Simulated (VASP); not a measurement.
Runs of VASP 6.6.1 on KMgF3. The structure is that of space group Pm-3m (No. 221), or close to it. The cells are those of the table. 

| cell | gap on the mesh (eV) | pressure (GPa) |
| --- | --- | --- |
| a = 3.909 Å, 5 atoms | 7.57 | (c) |
| a = 4.069 Å, 5 atoms | 6.68 | (a) |
| a = 4.030 Å, 5 atoms | 6.88 | (b) |
| a = 3.951 Å, 5 atoms | 7.32 | 2.0 |
| a = 3.991 Å, 5 atoms | 7.10 | -0.3 |

Alike in all rows: task single point; level PBEsol; potentials or basis VASP PAW PBE potentials, release 64 (K_sv, Mg, F); no spin polarisation; k mesh 6 × 6 × 6; cutoff (eV) 520; smearing gaussian 0.02 eV.

Task: Estimate the missing entries.

Result: (a) -4.1; (b) -2.4; (c) 4.8.

Caveats: the PAW data sets were made with another functional, which shifts forces and pressure a little.

A k mesh can miss the band edges.
